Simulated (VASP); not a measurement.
# Ba2LiB6Os (Fm-3m) in VASP: single point with r2SCAN

Aim: the single point of Ba2LiB6Os with r2SCAN.

Program: VASP 6.6.1. These are calculated values, not measurements. Logs are shortened: lines on timing, memory, paths and dates and some standing lists are left out, and cuts for length are marked.

### Step 1. The cell of the first run

The structure is cubic, space group Fm-3m (No. 225). The conventional cell has a = 7.961 Å, b = 7.961 Å, c = 7.961 Å, α = 90.00°, β = 90.00°, γ = 90.00°. Li (site symmetry m-3m) has 6 B at 2.13 Å within 2.8 Å. Ba (site symmetry -43m) has 12 B at 2.82 Å and 4 Li at 3.45 Å and 4 Os at 3.45 Å within 3.7 Å. Os (site symmetry m-3m) has 6 B at 1.86 Å within 2.5 Å. Within 2.5 Å of B (site symmetry 4mm) lie 1 Os at 1.86 Å and 1 Li at 2.13 Å.

### Step 2. Single point, r2SCAN

Input file POSCAR:

```
Ba2LiB6Os
1.0
    0.0000000000      3.9807320000      3.9807320000
    3.9807320000      0.0000000000      3.9807320000
    3.9807320000      3.9807320000      0.0000000000
Li Ba Os B
1 2 1 6
Direct
    0.5000000000      0.5000000000      0.5000000000
    0.2500000000      0.2500000000      0.2500000000
    0.7500000000      0.7500000000      0.7500000000
    0.0000000000      0.0000000000      0.0000000000
    0.7670000000      0.2330000000      0.2330000000
    0.2330000000      0.7670000000      0.2330000000
    0.2330000000      0.7670000000      0.7670000000
    0.7670000000      0.2330000000      0.7670000000
    0.2330000000      0.2330000000      0.7670000000
    0.7670000000      0.7670000000      0.2330000000
```

Input file INCAR.step1:

```
SYSTEM = Ba2LiB6Os
ALGO = Normal
EDIFF = 1E-5
ENCUT = 970
GGA = PE
GGA_COMPAT = .FALSE.
ISMEAR = 0
LASPH = .TRUE.
LCHARG = .FALSE.
LREAL = .FALSE.
LWAVE = .TRUE.
NBANDS = 40
NELM = 120
PREC = Accurate
SIGMA = 0.1688
```

Input file INCAR.step2:

```
SYSTEM = Ba2LiB6Os
ALGO = Normal
EDIFF = 1E-6
ENCUT = 970
GGA_COMPAT = .FALSE.
ISIF = 2
ISMEAR = 0
ISTART = 1
LASPH = .TRUE.
LCHARG = .FALSE.
LMIXTAU = .TRUE.
LREAL = .FALSE.
LWAVE = .FALSE.
METAGGA = R2SCAN
NBANDS = 40
NELM = 120
PREC = Accurate
SIGMA = 0.1688
```

Input file KPOINTS:

```
k-points
0
G
  4 4 4
  0 0 0
```

Potentials or basis: VASP PAW PBE potentials, release 64 (Li_sv, Ba_sv, Os_sv_GW, B).

Run with:

```console
> cat potpaw_PBE.64/Li_sv/POTCAR potpaw_PBE.64/Ba_sv/POTCAR potpaw_PBE.64/Os_sv_GW/POTCAR potpaw_PBE.64/B/POTCAR > POTCAR
> cp INCAR.step1 INCAR
> mpirun -np 1 vasp_std > vasp.out
> cp INCAR.step2 INCAR
> mpirun -np 1 vasp_std > vasp.out
```

OUTCAR:

```text
SYSTEM = Ba2LiB6Os
   EDIFF = 1E-6
   ENCUT = 970
   ISIF = 2
   ISMEAR = 0
   ISTART = 1
   LASPH = .TRUE.
   LREAL = .FALSE.
   METAGGA = R2SCAN
   NELM = 120
   PREC = Accurate

 ion  position               nearest neighbor table
   1  0.500  0.500  0.500-   5 2.13   6 2.13   7 2.13   8 2.13   9 2.13  10 2.13   2 3.45   3 3.45
                             2 3.45   2 3.45   2 3.45   3 3.45   3 3.45   3 3.45
   2  0.250  0.250  0.250-   5 2.82   8 2.82  10 2.82   6 2.82   7 2.82  10 2.82   7 2.82   8 2.82
                             9 2.82   5 2.82   6 2.82   9 2.82   4 3.45   1 3.45   4 3.45   4 3.45
   3  0.750  0.750  0.750-   7 2.82   8 2.82  10 2.82   5 2.82   6 2.82  10 2.82   5 2.82   8 2.82
                             9 2.82   6 2.82   7 2.82   9 2.82   1 3.45   4 3.45   1 3.45   1 3.45
   4  0.000  0.000  0.000-   5 1.86   6 1.86   7 1.86   8 1.86   9 1.86  10 1.86   2 3.45   3 3.45
                             3 3.45   3 3.45   3 3.45   2 3.45   2 3.45   2 3.45
   5  0.767  0.233  0.233-   4 1.86   1 2.13   3 2.82   2 2.82   3 2.82   2 2.82
   6  0.233  0.767  0.233-   4 1.86   1 2.13   3 2.82   2 2.82   3 2.82   2 2.82
   7  0.233  0.767  0.767-   4 1.86   1 2.13   3 2.82   3 2.82   2 2.82   2 2.82
   8  0.767  0.233  0.767-   4 1.86   1 2.13   3 2.82   3 2.82   2 2.82   2 2.82
   9  0.233  0.233  0.767-   4 1.86   1 2.13   3 2.82   2 2.82   3 2.82   2 2.82
  10  0.767  0.767  0.233-   4 1.86   1 2.13   3 2.82   3 2.82   2 2.82   2 2.82

  LATTYP: Found a face centered cubic cell.
 ALAT       =     7.9614640000

  Lattice vectors:

 A1 = (   0.0000000000,   3.9807320000,   3.9807320000)
 A2 = (   3.9807320000,   0.0000000000,   3.9807320000)
 A3 = (   3.9807320000,   3.9807320000,   0.0000000000)

Analysis of symmetry for initial positions (statically):
=====================================================================
 Subroutine PRICEL returns:
 Original cell was already a primitive cell.

 Routine SETGRP: Setting up the symmetry group for a
 face centered cubic supercell.

 Subroutine GETGRP returns: Found 48 space group operations
 (whereof 48 operations were pure point group operations)
 out of a pool of 48 trial point group operations.

The static configuration has the point symmetry O_h .

Analysis of symmetry for dynamics (positions and initial velocities):
=====================================================================
 Subroutine PRICEL returns:
 Original cell was already a primitive cell.

 Routine SETGRP: Setting up the symmetry group for a
 face centered cubic supercell.

 Subroutine GETGRP returns: Found 48 space group operations
 (whereof 48 operations were pure point group operations)
 out of a pool of 48 trial point group operations.

The dynamic configuration has the point symmetry O_h .

 Subroutine INISYM returns: Found 48 space group operations
 (whereof 48 operations are pure point group operations),
 and found     1 'primitive' translations

----------------------------------------------------------------------------------------

                                     Primitive cell

  volume of cell :     126.1592

  direct lattice vectors                    reciprocal lattice vectors
     0.000000000  3.980732000  3.980732000    -0.125605039  0.125605039  0.125605039
     3.980732000  0.000000000  3.980732000     0.125605039 -0.125605039  0.125605039
     3.980732000  3.980732000  0.000000000     0.125605039  0.125605039 -0.125605039

  length of vectors
     5.629605183  5.629605183  5.629605183     0.217554310  0.217554310  0.217554310

  position of ions in fractional coordinates (direct lattice)
     0.500000000  0.500000000  0.500000000
     0.250000000  0.250000000  0.250000000
     0.750000000  0.750000000  0.750000000
     0.000000000  0.000000000  0.000000000
     0.767000000  0.233000000  0.233000000
     0.233000000  0.767000000  0.233000000
     0.233000000  0.767000000  0.767000000
     0.767000000  0.233000000  0.767000000
     0.233000000  0.233000000  0.767000000
     0.767000000  0.767000000  0.233000000

  ion indices of the primitive-cell ions
   primitive index   ion index
                 1           1
                 2           2
                 3           3
                 4           4
                 5           5
                 6           6
                 7           7
                 8           8
                 9           9
                10          10

----------------------------------------------------------------------------------------

 KPOINTS: k-points

Automatic generation of k-mesh.
 Grid dimensions read from file:
 generate k-points for:    4    4    4

 Generating k-lattice:

  Cartesian coordinates                     Fractional coordinates (reciprocal lattice)
    -0.031401260  0.031401260  0.031401260     0.250000000  0.000000000  0.000000000
     0.031401260 -0.031401260  0.031401260     0.000000000  0.250000000  0.000000000
     0.031401260  0.031401260 -0.031401260     0.000000000  0.000000000  0.250000000

  Length of vectors
     0.054388578  0.054388578  0.054388578

  Shift w.r.t. Gamma in fractional coordinates (k-lattice)
     0.000000000  0.000000000  0.000000000

 Subroutine IBZKPT returns following result:
 ===========================================

 Found      8 irreducible k-points:

 Following reciprocal coordinates:
            Coordinates               Weight
  0.000000  0.000000  0.000000      1.000000
  0.250000  0.000000  0.000000      8.000000
  0.500000  0.000000  0.000000      4.000000
  0.250000  0.250000  0.000000      6.000000
  0.500000  0.250000  0.000000     24.000000
 -0.250000  0.250000  0.000000     12.000000
  0.500000  0.500000  0.000000      3.000000
 -0.250000  0.500000  0.250000      6.000000
   k-points           NKPTS =      8   k-points in BZ     NKDIM =      8   number of bands    NBANDS=     40
   number of dos      NEDOS =    301   number of ions     NIONS =     10
   total plane-waves  NPLWV = 216000
   dimension x,y,z NGX =    60 NGY =   60 NGZ =   60
   dimension x,y,z NGXF=   120 NGYF=  120 NGZF=  120
   ions per type =               1   2   1   6
   NGX,Y,Z   is equivalent  to a cutoff of  17.72, 17.72, 17.72 a.u.
   NGXF,Y,Z  is equivalent  to a cutoff of  35.44, 35.44, 35.44 a.u.
 SYSTEM =  Ba2LiB6Os
   PREC   = accura    normal or accurate (medium, high low for compatibility)
   ISTART =      1    job   : 0-new  1-cont  2-samecut
   ICHARG =      0    charge: 1-file 2-atom 10-const
   ISPIN  =      1    spin polarized calculation?
   LNONCOLLINEAR =      F non collinear calculations
   LSORBIT =      F    spin-orbit coupling
   LASPH  =      T    aspherical Exc in radial PAW
   ENCUT  =  970.0 eV  71.29 Ry    8.44 a.u.  14.30 14.30 14.30*2*pi/ulx,y,z
   NELM   =    120;   NELMIN=  2; NELMDL=  0     # of ELM steps
   EDIFF  = 0.1E-05   stopping-criterion for ELM
   LREAL  =      F    real-space projection
   EDIFFG = 0.1E-04   stopping-criterion for IOM
   NSW    =      0    number of steps for IOM
   IBRION =     -1    ionic relax: 0-MD 1-quasi-New 2-CG
   NFREE  =      0    steps in history (QN), initial steepest desc. (CG)
   ISIF   =      2    stress and relaxation
   ISYM   =      2    0-nonsym 1-usesym 2-fastsym
   POTIM  = 0.5000    time-step for ionic-motion
   TEBEG  =    0.0;   TEEND  =   0.0 temperature during run
   PSTRESS=    0.0 pullay stress
   NELECT =      57.0000    total number of electrons
   NUPDOWN=      -1.0000    fix difference up-down
   EMIN   =  10.00;   EMAX   =-10.00  energy-range for DOS
   EFERMI =   0.00;   METHOD = LEGACY
   ISMEAR =     0;   SIGMA  =   0.17  broadening in eV -4-tet -1-fermi 0-gaus
   EFERMI_NEDOS =   21; number of points for ismear=-14 and -15
   IALGO  =     38    algorithm
   IMIX   =      4    mixing-type and parameters
     AMIX     =   0.40;   BMIX     =  1.00
     AMIX_MAG =   1.60;   BMIX_MAG =  1.00
  volume/ion in A,a.u.               =      12.62        85.14
  Fermi-wavevector in a.u.,A,eV,Ry     =   1.256204  2.373881 21.470654  1.578049
  Thomas-Fermi vector in A             =   2.389923
   LORBIT       =      0    0 simple, 1 ext, 2 COOP (PROOUT), +10 PAW based schemes
   METAGGA = R2SCAN    functional components
   LHFCALC =     F    Hartree Fock is set to
   AEXX    =    0.0000 exact exchange contribution
   IVDW    =     0    specifies the selected vdW correction
   LEPSILON=     F    determine dielectric tensor
   LRPA    =     F    only Hartree local field effects (RPA)
 non-spin polarized calculation
 Gauss-broadening in eV      SIGMA  =   0.17
  energy-cutoff  :      970.00
  volume of cell :      126.16
 maximum number of plane-waves:      8694
 NGX is ok and might be reduce to    60
   NGX = 29   NGY = 29   NGZ = 29

 number of electron      57.0000001 magnetization

 Free energy of the ion-electron system (eV)
  ---------------------------------------------------
  ext. energy  EPLUGINS =         0.00000000
  ---------------------------------------------------
  free energy    TOTEN  =      -138.05024484 eV

  energy without entropy =     -137.97009706  energy(sigma->0) =     -138.01017095

 E-fermi :   6.1153     XC(G=0): -12.0052

 val. band max:        6.1119590696   @ k =  -0.2500   0.5000   0.2500
 cond. band min:       6.1191928201   @ k =   0.5000   0.2500   0.0000
 fundamental gap:      0.0072337505
 Fermi energy:         6.1153344135

 k-point     1 :       0.0000    0.0000    0.0000
  band No.  band energies     occupation
      1     -83.4076      2.00000
      2     -42.5502      2.00000
      3     -42.5502      2.00000
      4     -42.5502      2.00000
      5     -39.5103      2.00000
      6     -21.5273      2.00000
[... 32 lines left out ...]
     39      10.8179      0.00000
     40      10.8179      0.00000

 k-point     2 :       0.2500    0.0000    0.0000
  band No.  band energies     occupation
      1     -83.4076      2.00000
      2     -42.5503      2.00000
      3     -42.5502      2.00000
      4     -42.5502      2.00000
      5     -39.5103      2.00000
      6     -21.4832      2.00000
[... 32 lines left out ...]
     39      10.5880      0.00000
     40      10.5880      0.00000

 k-point     3 :       0.5000    0.0000    0.0000
  band No.  band energies     occupation
      1     -83.4076      2.00000
      2     -42.5503      2.00000
      3     -42.5502      2.00000
      4     -42.5502      2.00000
      5     -39.5103      2.00000
      6     -21.3851      2.00000
[... 32 lines left out ...]
     39      10.1878      0.00000
     40      10.1878      0.00000

 k-point     4 :       0.2500    0.2500    0.0000
  band No.  band energies     occupation
      1     -83.4076      2.00000
      2     -42.5503      2.00000
      3     -42.5502      2.00000
      4     -42.5502      2.00000
      5     -39.5103      2.00000
      6     -21.4756      2.00000
[... 32 lines left out ...]
     39      10.5244      0.00000
     40      10.5244      0.00000

 k-point     5 :       0.5000    0.2500    0.0000
  band No.  band energies     occupation
      1     -83.4076      2.00000
      2     -42.5503      2.00000
      3     -42.5503      2.00000
      4     -42.5502      2.00000
      5     -39.5103      2.00000
      6     -21.4124      2.00000
[... 32 lines left out ...]
     39       9.7709      0.00000
     40      10.3566      0.00000

 k-point     6 :      -0.2500    0.2500    0.0000
  band No.  band energies     occupation
      1     -83.4076      2.00000
      2     -42.5503      2.00000
      3     -42.5503      2.00000
      4     -42.5502      2.00000
      5     -39.5103      2.00000
      6     -21.4281      2.00000
[... 32 lines left out ...]
     39      10.0112      0.00000
     40      10.3360      0.00000

 k-point     7 :       0.5000    0.5000    0.0000
  band No.  band energies     occupation
      1     -83.4076      2.00000
      2     -42.5503      2.00000
      3     -42.5502      2.00000
      4     -42.5502      2.00000
      5     -39.5102      2.00000
      6     -21.4227      2.00000
[... 32 lines left out ...]
     39      10.2868      0.00000
     40      10.2868      0.00000

 k-point     8 :      -0.2500    0.5000    0.2500
  band No.  band energies     occupation
      1     -83.4076      2.00000
      2     -42.5503      2.00000
      3     -42.5503      2.00000
      4     -42.5502      2.00000
      5     -39.5103      2.00000
      6     -21.3795      2.00000
[... 32 lines left out ...]
     39       9.4235      0.00000
     40       9.6053      0.00000

------------------------ aborting loop because EDIFF is reached ----------------------------------------

  FORCE on cell =-STRESS in cart. coord.  units (eV):
  Direction    XX          YY          ZZ          XY          YZ          ZX
  --------------------------------------------------------------------------------------
  -------------------------------------------------------------------------------------
  Total       38.2578620     38.2578620     38.2578620      0.0000000     -0.0000000      0.0000000
  in kB      485.8614739    485.8614739    485.8614739      0.0000000     -0.0000000      0.0000000
  external PRESSURE =     485.8614739 kB  Pullay stress =       0.0000000 kB

 VOLUME and BASIS-vectors are now :
 -----------------------------------------------------------------------------
  energy-cutoff  :      970.00
  volume of cell :      126.16
      direct lattice vectors                 reciprocal lattice vectors
     0.000000000  3.980732000  3.980732000    -0.125605039  0.125605039  0.125605039
     3.980732000  0.000000000  3.980732000     0.125605039 -0.125605039  0.125605039
     3.980732000  3.980732000  0.000000000     0.125605039  0.125605039 -0.125605039

 POSITION                                       TOTAL-FORCE (eV/Angst)
 -----------------------------------------------------------------------------------
      3.98073      3.98073      3.98073         0.000000      0.000000     -0.000000
      1.99037      1.99037      1.99037         0.000000      0.000000     -0.000000
      5.97110      5.97110      5.97110         0.000000      0.000000      0.000000
      0.00000      0.00000      0.00000         0.000000      0.000000      0.000000
      1.85502      3.98073      3.98073         5.052327      0.000000      0.000000
      3.98073      1.85502      3.98073         0.000000      5.052327      0.000000
      6.10644      3.98073      3.98073        -5.052327      0.000000      0.000000
      3.98073      6.10644      3.98073         0.000000     -5.052327      0.000000
      3.98073      3.98073      1.85502         0.000000      0.000000      5.052327
      3.98073      3.98073      6.10644         0.000000      0.000000     -5.052327
 -----------------------------------------------------------------------------------
    total drift:                                0.000000      0.000000      0.000000

  FREE ENERGIE OF THE ION-ELECTRON SYSTEM (eV)
  ---------------------------------------------------
  free  energy   TOTEN  =      -138.0502448377 eV

  energy  without entropy=     -137.9700970572  energy(sigma->0) =     -138.01017095
```

Wall time 9.2 min (1 thread of Intel Xeon Platinum 8559C (Emerald Rapids), shared host); peak memory 0.62 GiB.

Results:

| Quantity | Value |
| --- | --- |
| Free energy | -138.0502 eV |
| Pressure | 48.6 GPa |
| Largest force | 5.052 eV/Å |
| Band gap on the k mesh | zero (an odd number of electrons rules out a gap without spin polarisation) |

Forces in eV/Å, atoms in the order of the input:
```
Li   0.000  0.000  0.000
Ba   0.000  0.000  0.000
Ba   0.000  0.000  0.000
Os   0.000  0.000  0.000
B    5.052  0.000  0.000
B    0.000  5.052  0.000
B   -5.052  0.000  0.000
B    0.000 -5.052  0.000
B    0.000  0.000  5.052
B    0.000  0.000 -5.052
```

Levels at points of the mesh, in eV from the Fermi level:
| k point | band 26 | band 27 | band 28 | band 29 | band 30 | band 31 |
| --- | --- | --- | --- | --- | --- | --- |
| (0.00, 0.00, 0.00) | -1.78 | -1.78 | -1.78 | 1.21 | 1.21 | 1.21 |
| (0.50, 0.00, 0.00) | -2.59 | -1.07 | -1.07 | 0.79 | 0.79 | 0.94 |
| (0.50, 0.50, 0.00) | -2.03 | -0.96 | -0.27 | 0.09 | 0.15 | 0.50 |

Caveat: the cell stands under pressure; the PAW data sets were made with another functional, which shifts forces and pressure a little; spin-orbit coupling is left out, which moves the levels of the heavy elements; an odd number of electrons without spin polarisation forces a metal; a magnetic or distorted state may lie lower.
